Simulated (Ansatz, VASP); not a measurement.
## One calculation of Lu4ZrO, two programs

Contents of INCAR:

```
SYSTEM = Lu4ZrO
ALGO = Normal
EDIFF = 1E-6
EDIFFG = -0.04
ENCUT = 600
GGA = PE
IBRION = 2
ISIF = 3
ISMEAR = 0
LASPH = .True.
LCHARG = .False.
LREAL = .False.
LWAVE = .False.
NELM = 60
NSW = 90
PREC = Accurate
SIGMA = 0.1
```

The input KPOINTS:

```
k-points
0
Gamma
  4 4 4
  0 0 0
```

The input POSCAR:

```
Lu4ZrO
1.0
    0.0000000000      3.8569244500      3.8569244500
    3.8569244500      0.0000000000      3.8569244500
    3.8569244500      3.8569244500      0.0000000000
Lu Zr O
4 1 1
Direct
    0.6227704100      0.1257432000      0.1257432000
    0.1257432000      0.6227704100      0.1257432000
    0.1257432000      0.1257432000      0.6227704100
    0.1257432000      0.1257432000      0.1257432000
    0.7500000000      0.7500000000      0.7500000000
    0.5000000000      0.5000000000      0.5000000000
```

Input for Ansatz:

```yaml
crystal:
  lattice:
    - [0.0, 3.85692445, 3.85692445]
    - [3.85692445, 0.0, 3.85692445]
    - [3.85692445, 3.85692445, 0.0]
  atoms:
    - { symbol: Lu, position: [0.62277041, 0.1257432, 0.1257432] }
    - { symbol: Lu, position: [0.1257432, 0.62277041, 0.1257432] }
    - { symbol: Lu, position: [0.1257432, 0.1257432, 0.62277041] }
    - { symbol: Lu, position: [0.1257432, 0.1257432, 0.1257432] }
    - { symbol: Zr, position: [0.75, 0.75, 0.75] }
    - { symbol: O, position: [0.5, 0.5, 0.5] }
basis:
  ecutwfc: 420
kpoints:
  mp_grid: { grid: [4, 4, 4] }
hamiltonian:
  xc: pbe
scf:
  occupations: { method: gaussian, width: 0.1 }
  lower_state_search: "off"
output:
  forces: true
  stress: true
  eigenvalues: true
relax:
  adjacent_minimum: "off"
  f_tol: 0.04
  max_steps: 70
  cell: { stress_tol: 0.4 }
```

Change from the starting cell: species swapped into the ErNi4Au type (F-43m, No. 216).

Alike in both runs: task relaxation of cell and atoms; functional PBE; k mesh 4 × 4 × 4; occupations gaussian, width 0.1 eV; no spin polarisation.

```csv
,VASP,Ansatz
version,VASP 6.6.1,Ansatz 0.2.0
potentials or method,"VASP PAW PBE potentials, release 64 (Lu, Zr_sv, O), cutoff 600 eV","scalar-relativistic, plane waves, PAW"
valence electrons in the cell,118,118
```

```tsv
	VASP	Ansatz	Ansatz less VASP
gap on the k mesh at the Fermi level, each at its own relaxed structure (eV)	none	none	-
relaxed volume (Å³/atom)	26.81	26.78	-0.027
relaxed length of the cell vector where the two differ most in proportion (Å)	6.104	6.102	-0.0021
```

A gap of «none» marks a metal or a gap that the smearing closes.

Spin-orbit coupling is off throughout. Noted on VASP's run: the volume moved by over 15 % at a fixed basis, so the end points are rough.
